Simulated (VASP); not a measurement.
# Ti (P6_3/mmc) in VASP: further runs, part 2 of 2

VASP 6.6.1.

## 3. Single point, LDA

File INCAR:

```
PREC     = Accurate       # precision mode
ENCUT    = 500            # plane-wave cutoff, eV
EDIFF    = 1E-6           # SCF threshold, eV
ISMEAR   = 0              # smearing method
SIGMA    = 0.05           # smearing width, eV
LREAL    = False          # projectors in reciprocal space
LASPH    = True           # aspherical terms in the spheres
NELM     = 120            # most SCF steps
ALGO     = Normal         # electronic algorithm
ISIF     = 2              # what is computed and relaxed
LWAVE    = False          # write WAVECAR
LCHARG   = False          # write CHGCAR
GGA      = CA             # functional
NBANDS   = 19             # bands
GGA_COMPAT= False
```

File KPOINTS:

```
Automatic mesh
0
Gamma
  16 16 10
```

File POSCAR:

```
Ti
1.0
    2.8629259344      0.0000000000      0.0000000000
   -1.4314629672      2.4793665884      0.0000000000
    0.0000000000      0.0000000000      4.5342644839
Ti
2
Direct
    0.3333333333      0.6666666667      0.7500000000
    0.6666666667      0.3333333333      0.2500000000
```

Potentials or basis: VASP PAW LDA potentials, release 64 (Ti_sv).

Command:

```
$ cat potpaw_LDA.64/Ti_sv/POTCAR > POTCAR
$ mpirun -np 1 vasp_std > vasp.out
```

OUTCAR:

```text
PREC = Accurate
   ENCUT = 500
   EDIFF = 1E-6
   ISMEAR = 0
   LREAL = False
   LASPH = True
   NELM = 120
   ISIF = 2
   GGA = CA

 ion  position               nearest neighbor table
   1  0.333  0.667  0.750-   2 2.81   2 2.81   2 2.81   2 2.81   2 2.81   2 2.81
   2  0.667  0.333  0.250-   1 2.81   1 2.81   1 2.81   1 2.81   1 2.81   1 2.81

  LATTYP: Found a hexagonal cell.
 ALAT       =     2.8629259344
 C/A-ratio  =     1.5837868627

  Lattice vectors:

 A1 = (   2.8629259344,   0.0000000000,   0.0000000000)
 A2 = (  -1.4314629672,   2.4793665884,   0.0000000000)
 A3 = (   0.0000000000,   0.0000000000,   4.5342644839)

Analysis of symmetry for initial positions (statically):
=====================================================================
 Subroutine PRICEL returns:
 Original cell was already a primitive cell.

 Routine SETGRP: Setting up the symmetry group for a
 hexagonal supercell.

 Subroutine GETGRP returns: Found 24 space group operations
[... 156 lines left out ...]
   NGX = 11   NGY = 11   NGZ = 17

 number of electron      24.0000004 magnetization

 Free energy of the ion-electron system (eV)
  ---------------------------------------------------
  ext. energy  EPLUGINS =         0.00000000
  ---------------------------------------------------
  free energy    TOTEN  =       -17.10181434 eV

  energy without entropy =      -17.09988460  energy(sigma->0) =      -17.10084947

 E-fermi :   8.9377     XC(G=0): -12.1543

 val. band max:        8.9111861404   @ k =   0.0625  -0.0000   0.5000
 cond. band min:       8.9444196556   @ k =   0.0000   0.0000   0.4000
 fundamental gap:      0.0332335152
 Fermi energy:         8.9376877634

 k-point     1 :       0.0000    0.0000    0.0000
  band No.  band energies     occupation
      1     -47.1249      2.00000
      2     -46.9286      2.00000
      3     -24.2040      2.00000
      4     -23.3647      2.00000
      5     -23.3647      2.00000
      6     -23.2710      2.00000
[... 505 lines left out ...]
      6     -23.5485      2.00000
[... 11 lines left out ...]
     18      12.6200      0.00000
     19      12.9978      0.00000

 [... further k-points ...]
[... 5 lines left out ...]
  --------------------------------------------------------------------------------------
  -------------------------------------------------------------------------------------
  Total       -0.0309553     -0.0309553     -0.0315699      0.0000000      0.0000000      0.0000000
  in kB       -1.5409459     -1.5409459     -1.5715413      0.0000000      0.0000000      0.0000000
  external PRESSURE =      -1.5511444 kB  Pullay stress =       0.0000000 kB

 VOLUME and BASIS-vectors are now :
 -----------------------------------------------------------------------------
  energy-cutoff  :      500.00
  volume of cell :       32.19
      direct lattice vectors                 reciprocal lattice vectors
     2.862925934  0.000000000  0.000000000     0.349293004  0.201664410  0.000000000
    -1.431462967  2.479366588  0.000000000     0.000000000  0.403328820  0.000000000
     0.000000000  0.000000000  4.534264484     0.000000000  0.000000000  0.220542936

 POSITION                                       TOTAL-FORCE (eV/Angst)
 -----------------------------------------------------------------------------------
     -0.00000      1.65291      3.40070         0.000000     -0.000000      0.000000
      1.43146      0.82646      1.13357        -0.000000      0.000000      0.000000
 -----------------------------------------------------------------------------------
    total drift:                               -0.000000      0.000000     -0.000000

  FREE ENERGIE OF THE ION-ELECTRON SYSTEM (eV)
  ---------------------------------------------------
  free  energy   TOTEN  =       -17.1018143418 eV

  energy  without entropy=      -17.0998846002  energy(sigma->0) =      -17.10084947
```

stdout:

```text
POSCAR found type information on POSCAR Ti
 POSCAR found :  1 types and       2 ions
 scaLAPACK will be used
 LDA part: xc-table for (Slater(with rela. corr.)+CA(PZ))
 , standard interpolation
 POSCAR, INCAR and KPOINTS ok, starting setup
 FFT: planning ... GRIDC
 FFT: planning ... GRID_SOFT
 FFT: planning ... GRID
 WAVECAR not read
 entering main loop
```

It took 2.2 min on 1 thread of Intel Xeon 8259CL, shared host; peak memory 0.21 GiB.

Results:

- Free energy: -17.1018 eV
- Pressure: -0.2 GPa
- Band gap on the k mesh: zero (bands 12 and 13 overlap by 1.10 eV)

## 4. Single point, LDA

File INCAR:

```
SYSTEM = Ti
ALGO     = Normal         ! electronic algorithm
EDIFF    = 1E-6           ! SCF threshold, eV
ENCUT    = 500            ! plane-wave cutoff, eV
GGA_COMPAT= .False.      
ISIF     = 2              ! what is computed and relaxed
ISMEAR   = 0              ! smearing method
LASPH    = .True.         ! aspherical terms in the spheres
LCHARG   = .False.        ! write CHGCAR
LREAL    = .False.        ! projectors in reciprocal space
LWAVE    = .False.        ! write WAVECAR
NBANDS   = 19             ! bands
NELM     = 120            ! most SCF steps
PREC     = Accurate       ! precision mode
SIGMA    = 0.05           ! smearing width, eV
```

File KPOINTS:

```
k-points
0
Gamma
  16 16 10
  0 0 0
```

POSCAR is that of step 3.

Command:

```
$ cat potpaw_LDA.64/Ti_sv/POTCAR > POTCAR
$ mpirun -np 1 vasp_std > vasp.out
```

Wall time 2.3 min (1 thread of Intel Xeon 8259CL, shared host); peak memory 0.2 GiB.

The run converged. Its results:

```
Free energy            : -17.1018 eV
Pressure               : -0.2 GPa
Band gap on the k mesh : zero (bands 12 and 13 overlap by 1.10 eV)
```

Levels at points of the mesh, in eV from the Fermi level:
```csv
k point,band 9,band 10,band 11,band 12,band 13,band 14,band 15,band 16
"(0.00, 0.00, 0.00)",-6.31,-2.89,0.77,0.77,0.91,1.10,1.33,1.33
"(0.50, 0.00, 0.00)",-2.43,-2.41,-2.07,-0.47,0.43,0.67,1.27,3.64
"(0.00, 0.00, 0.50)",-4.35,-4.35,0.07,0.07,0.66,0.66,0.66,0.66
"(0.50, 0.00, 0.50)",-2.76,-2.76,-0.93,-0.93,1.60,1.60,1.82,1.82
```

## 5. Relaxation of cell and atoms, LDA

File INCAR:

```
SYSTEM = Ti
ALGO = Normal
EDIFF = 1E-7
EDIFFG = -0.01
ENCUT = 500
GGA_COMPAT = .False.
IBRION = 2
ISIF = 3
ISMEAR = 0
LASPH = .True.
LCHARG = .False.
LREAL = .False.
LWAVE = .False.
NELM = 120
NELMIN = 4
NSW = 50
PREC = Accurate
SIGMA = 0.05
```

KPOINTS is that of step 4.

POSCAR is that of step 4.

Command:

```
$ cat potpaw_LDA.64/Ti_sv/POTCAR > POTCAR
$ mpirun -np 1 vasp_std > vasp.out
```

Wall time 5.3 min (1 thread of Intel Xeon 8259CL, shared host); peak memory 0.2 GiB.

It converged, with:

```
Free energy                           : -17.1019 eV
Relaxed volume                        : 16.06 Å³/atom
Relaxed cell                          : a = 2.861 Å, b = 2.861 Å, c = 4.532 Å, α = 90.00°, β = 90.00°, γ = 120.00°
Space group after relaxing (to 0.1 Å) : P6_3/mmc (No. 194)
Energy gained by relaxing             : 0.0 meV/atom
Ionic steps                           : 3
Pressure after relaxing               : 0.0 GPa
Band gap on the k mesh                : zero (bands 12 and 13 overlap by 1.10 eV)
```

Final structure:
```cif
data_structure
_symmetry_space_group_name_H-M 'P 1'
_symmetry_Int_Tables_number 1
_cell_length_a 2.8613
_cell_length_b 2.8613
_cell_length_c 4.5316
_cell_angle_alpha 90.000
_cell_angle_beta 90.000
_cell_angle_gamma 120.000
_cell_volume 32.13
loop_
_atom_site_label
_atom_site_type_symbol
_atom_site_fract_x
_atom_site_fract_y
_atom_site_fract_z
_atom_site_occupancy
Ti1 Ti 0.33333 0.66667 0.75000 1
Ti2 Ti 0.66667 0.33333 0.25000 1
```

Levels at points of the mesh, in eV from the Fermi level:
| k point | band 10 | band 11 | band 12 | band 13 | band 14 | band 15 |
| --- | --- | --- | --- | --- | --- | --- |
| (0.00, 0.00, 0.00) | -2.89 | 0.77 | 0.77 | 0.91 | 1.10 | 1.33 |
| (0.50, 0.00, 0.00) | -2.41 | -2.08 | -0.47 | 0.43 | 0.67 | 1.27 |
| (0.00, 0.00, 0.50) | -4.35 | 0.07 | 0.07 | 0.66 | 0.66 | 0.66 |
| (0.50, 0.00, 0.50) | -2.77 | -0.94 | -0.94 | 1.61 | 1.61 | 1.83 |

## 6. Relaxation of cell and atoms, LDA

This run uses another cell than the first one, of 17.65 Å³/atom.

File INCAR:

```
PREC     = Accurate       # precision mode
ENCUT    = 500            # plane-wave cutoff, eV
EDIFF    = 1E-7           # SCF threshold, eV
ISMEAR   = 0              # smearing method
SIGMA    = 0.05           # smearing width, eV
LREAL    = False          # projectors in reciprocal space
LASPH    = True           # aspherical terms in the spheres
NELM     = 120            # most SCF steps
ALGO     = Normal         # electronic algorithm
ISIF     = 3              # what is computed and relaxed
LWAVE    = False          # write WAVECAR
LCHARG   = False          # write CHGCAR
IBRION   = 2              # ionic algorithm
NSW      = 80             # ionic steps
EDIFFG   = -0.01          # ionic threshold
GGA_COMPAT= False        
NELMIN   = 4
```

File KPOINTS:

```
regular mesh
0
Gamma
  16 16 10
```

File POSCAR:

```
Ti
1.0
    2.9500000000      0.0000000000      0.0000000000
   -1.4750000000      2.5547749412      0.0000000000
    0.0000000000      0.0000000000      4.6846000000
Ti
2
Direct
    0.3333333333      0.6666666667      0.7500000000
    0.6666666667      0.3333333333      0.2500000000
```

Potentials or basis: VASP PAW LDA potentials, release 64 (Ti_sv).

Command:

```
$ cat potpaw_LDA.64/Ti_sv/POTCAR > POTCAR
$ mpirun -np 1 vasp_std > vasp.out
```

Run time: 10 min. Hardware: 1 thread of Intel Xeon 8259CL, shared host; peak memory 0.21 GiB.

It converged, with:

```
Free energy                           : -17.1032 eV
Relaxed volume                        : 16.07 Å³/atom
Relaxed cell                          : a = 2.861 Å, b = 2.861 Å, c = 4.534 Å, α = 90.00°, β = 90.00°, γ = 120.00°
Space group after relaxing (to 0.1 Å) : P6_3/mmc (No. 194)
Energy gained by relaxing             : 53.4 meV/atom
Ionic steps                           : 6
Pressure after relaxing               : 0.0 GPa
Band gap on the k mesh                : zero (bands 12 and 13 overlap by 1.10 eV)
```

Step by step:
```
step  energy change (eV)  largest force (eV/Å)  pressure (GPa)  volume (Å³)
   1              0.0000                0.0000          -10.07        35.31
   2             -0.0399                0.0000           10.13        29.94
   3             -0.1067                0.0000           -0.12        32.17
   4             -0.1067                0.0000            0.13        32.11
   5             -0.1067                0.0000           -0.09        32.17
   6             -0.1067                0.0000           -0.01        32.15
```

Final structure:
```
Ti
1.0
     2.86138    0.00000    0.00000
    -1.43069    2.47803    0.00000
     0.00000    0.00000    4.53363
Ti
2
Cartesian
  0.0000 1.6520 3.4002
  1.4307 0.8260 1.1334
```

Levels at points of the mesh, in eV from the Fermi level:
```
           k point  band 9  band 10  band 11  band 12  band 13  band 14  band 15  band 16
(0.00, 0.00, 0.00)   -6.31    -2.89     0.77     0.77     0.91     1.10     1.33     1.33
(0.50, 0.00, 0.00)   -2.43    -2.41    -2.08    -0.47     0.43     0.67     1.27     3.65
(0.00, 0.00, 0.50)   -4.35    -4.35     0.07     0.07     0.66     0.66     0.66     0.66
(0.50, 0.00, 0.50)   -2.77    -2.77    -0.94    -0.94     1.61     1.61     1.83     1.83
```

## 7. Overview

| task | cell | gap on the mesh (eV) | pressure (GPa) | relaxed volume (Å³/atom) |
| --- | --- | --- | --- | --- |
| single point | a = 2.863, b = 2.863, c = 4.534 Å, angles 90.0, 90.0, 120.0°, 2 atoms | none | -0.2 | - |
| relaxation of cell and atoms | relaxed from a = 2.863, b = 2.863, c = 4.534 Å, angles 90.0, 90.0, 120.0°, 2 atoms | none | 0.0 | 16.06 |
| relaxation of cell and atoms | relaxed from a = 2.950, b = 2.950, c = 4.685 Å, angles 90.0, 90.0, 120.0°, 2 atoms | none | 0.0 | 16.07 |

Alike in all rows: level LDA; potentials or basis VASP PAW LDA potentials, release 64 (Ti_sv); no spin polarisation; k mesh 16 × 16 × 10; cutoff (eV) 500; smearing gaussian 0.05 eV.

Absolute energies hang on the potentials; compare differences alone.
